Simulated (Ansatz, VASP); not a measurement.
Zr3SnSe: VASP beside Ansatz

File INCAR:

```
ALGO = Normal
EDIFF = 1E-6
ENCUT = 520
GGA = PE
ISIF = 2
ISMEAR = 0
ISPIN = 2
LASPH = T
LCHARG = F
LMAXMIX = 4
LORBIT = 11
LREAL = F
LWAVE = F
MAGMOM = 1 1 1 0 0
NBANDS = 40
NELM = 150
PREC = Accurate
SIGMA = 0.1
```

File KPOINTS:

```
k-points
0
Gamma
  4 4 4
```

Contents of POSCAR:

```
Zr3SnSe
1.0
    5.3065411772      0.0000000000      0.0000000000
    0.0000000000      5.3065411772      0.0000000000
    0.0000000000      0.0000000000      5.3065411772
Zr Sn Se
3 1 1
Direct
    0.5000000000      0.0000000000      0.0000000000
    0.0000000000      0.5000000000      0.0000000000
    0.0000000000      0.0000000000      0.5000000000
    0.0000000000      0.0000000000      0.0000000000
    0.5000000000      0.5000000000      0.5000000000
```

Input for Ansatz:

```yaml
crystal:
  lattice:
    - [5.3065411772, 0.0, 0.0]
    - [0.0, 5.3065411772, 0.0]
    - [0.0, 0.0, 5.3065411772]
  atoms:
    - { symbol: Zr, position: [0.5, 0.0, 0.0], spin: 1.0 }
    - { symbol: Zr, position: [0.0, 0.5, 0.0], spin: 1.0 }
    - { symbol: Zr, position: [0.0, 0.0, 0.5], spin: 1.0 }
    - { symbol: Sn, position: [0.0, 0.0, 0.0] }
    - { symbol: Se, position: [0.5, 0.5, 0.5] }
basis:
  ecutwfc: 420
kpoints:
  mp_grid: { grid: [4, 4, 4] }
hamiltonian:
  xc: pbe
scf:
  occupations: { method: gaussian, width: 0.1 }
  lower_state_search: "off"
output:
  forces: true
  stress: true
  eigenvalues: true
  populations: true
magnetization:
  spin_polarized: true
```

Alike in both runs: task single point; functional PBE; k mesh 4 × 4 × 4; occupations gaussian, width 0.1 eV; collinear spin.

|  | VASP | Ansatz |
| --- | --- | --- |
| version | VASP 6.6.1 | Ansatz 0.2.0 |
| potentials or method | VASP PAW PBE potentials, release 64 (Zr_sv, Sn_d, Se), cutoff 520 eV | scalar-relativistic, plane waves, PAW |
| valence electrons in the cell | 56 | 66 |

Ansatz gave:

| Item | Value |
| --- | --- |
| gap on the k mesh at the Fermi level (eV) | none |
| pressure (GPa) | 0.8 |
| net moment per atom (μB) | 0.55 |
| size of the moment on the site where the two differ most (μB) | 0.42 |

Problem. Which values does VASP return?

Solution. gap on the k mesh at the Fermi level (eV): none; pressure (GPa): 0.9; net moment per atom (μB): 0.55; size of the moment on the site where the two differ most (μB): 0.51.

Site moments also hang on the region over which each program counts them. A gap of «none» marks a metal or a gap that the smearing closes. VASP's potentials hold 56 valence electrons a cell and Ansatz's 66, so a difference there can come from the potentials and not from the codes.
